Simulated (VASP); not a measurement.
Here is a VASP 6.6.1 calculation.

The input POSCAR:

```
LaAl3As2H6O14
1.0
    3.5158000000      2.0298480764      5.5050333333
   -3.5158000000      2.0298480764      5.5050333333
    0.0000000000     -4.0596961528      5.5050333333
La Al H As O
1 3 6 2 14
Direct
    0.0000000000      0.0000000000      0.0000000000
    0.0000000000      0.0000000000      0.5000000000
    0.5000000000      0.0000000000      0.0000000000
    0.0000000000      0.5000000000      0.0000000000
    0.3194852071      0.7142829983      0.3194852071
    0.3194852071      0.3194852071      0.7142829983
    0.7142829983      0.3194852071      0.3194852071
    0.6805147929      0.2857170017      0.6805147929
    0.2857170017      0.6805147929      0.6805147929
    0.6805147929      0.6805147929      0.2857170017
    0.3164716133      0.3164716133      0.3164716133
    0.6835283867      0.6835283867      0.6835283867
    0.5818354255      0.5818354255      0.5818354255
    0.4181645745      0.4181645745      0.4181645745
    0.1487978789      0.5409238864      0.1487978789
    0.1487978789      0.1487978789      0.5409238864
    0.5409238864      0.1487978789      0.1487978789
    0.8512021211      0.4590761136      0.8512021211
    0.4590761136      0.8512021211      0.8512021211
    0.8512021211      0.8512021211      0.4590761136
    0.2609548630      0.8897253234      0.2609548630
    0.2609548630      0.2609548630      0.8897253234
    0.8897253234      0.2609548630      0.2609548630
    0.7390451370      0.1102746766      0.7390451370
    0.1102746766      0.7390451370      0.7390451370
    0.7390451370      0.7390451370      0.1102746766
```

INCAR.step1

```
  ALGO = Normal
  EDIFF = 1E-4
  ENCUT = 520
  GGA = PE
  ISMEAR = -1
  LASPH = T
  LCHARG = F
  LREAL = Auto
  LWAVE = T
  NBANDS = 79
  NELM = 100
  PREC = Accurate
  SIGMA = 0.02
```

INCAR.step2

```
  ALGO = Normal
  EDIFF = 1E-8
  ENCUT = 520
  ISIF = 2
  ISMEAR = -1
  ISTART = 1
  LASPH = T
  LCHARG = F
  LEFG = T
  LMIXTAU = T
  LREAL = Auto
  LWAVE = F
  METAGGA = R2SCAN
  NBANDS = 79
  NELM = 100
  PREC = Accurate
  SIGMA = 0.02
```

The input KPOINTS:

```
k-points
0
Gamma
  4 4 4
```

Potentials or basis: VASP PAW PBE potentials, release 64 (La, Al, H, As, O).

Run with:

```console
$ cat potpaw_PBE.64/La/POTCAR potpaw_PBE.64/Al/POTCAR potpaw_PBE.64/H/POTCAR potpaw_PBE.64/As/POTCAR potpaw_PBE.64/O/POTCAR > POTCAR
$ cp INCAR.step1 INCAR
$ mpirun -np 1 vasp_std > vasp.out
$ cp INCAR.step2 INCAR
$ mpirun -np 1 vasp_std > vasp.out
```

**Question.** Estimate the pressure.

**Answer.** -0.3 GPa.

**Question.** What does it give for the band gap on the k mesh?

**Answer.** 5.18 eV, indirect (least direct gap 5.36 eV).

**Question.** Estimate the largest force.

**Answer.** 0.317 eV/Å.

Electric field gradients, principal values (V/Å²):
```tsv
atom	least	middle	greatest (by size)
1 La	-0.654	-0.654	1.307
2 Al	-4.036	-6.348	10.385
3 Al	-4.036	-6.348	10.385
4 Al	-4.036	-6.348	10.385
5 H	-12.724	-14.502	27.226
6 H	-12.724	-14.502	27.226
7 H	-12.724	-14.502	27.226
8 H	-12.724	-14.502	27.226
9 H	-12.724	-14.502	27.226
10 H	-12.724	-14.502	27.226
11 As	23.228	23.228	-46.455
12 As	23.228	23.228	-46.455
13 O	-66.463	-66.463	132.926
14 O	-66.463	-66.463	132.926
15 O	-36.177	-92.503	128.680
16 O	-36.177	-92.503	128.680
17 O	-36.177	-92.503	128.680
18 O	-36.177	-92.503	128.680
19 O	-36.177	-92.503	128.680
20 O	-36.177	-92.503	128.680
21 O	-17.362	-74.329	91.691
22 O	-17.362	-74.329	91.691
23 O	-17.362	-74.329	91.691
24 O	-17.362	-74.329	91.691
25 O	-17.362	-74.329	91.691
26 O	-17.362	-74.329	91.691
```

Caveat: without QUAD_EFG the Cq values of the log hold for a quadrupole moment of 1 mb, not for the nuclei; the PAW data sets were made with another functional, which shifts forces and pressure a little; spin-orbit coupling is left out, which moves the levels of the heavy elements. r2SCAN opens gaps a little over a GGA but as a rule still falls short of measured ones.
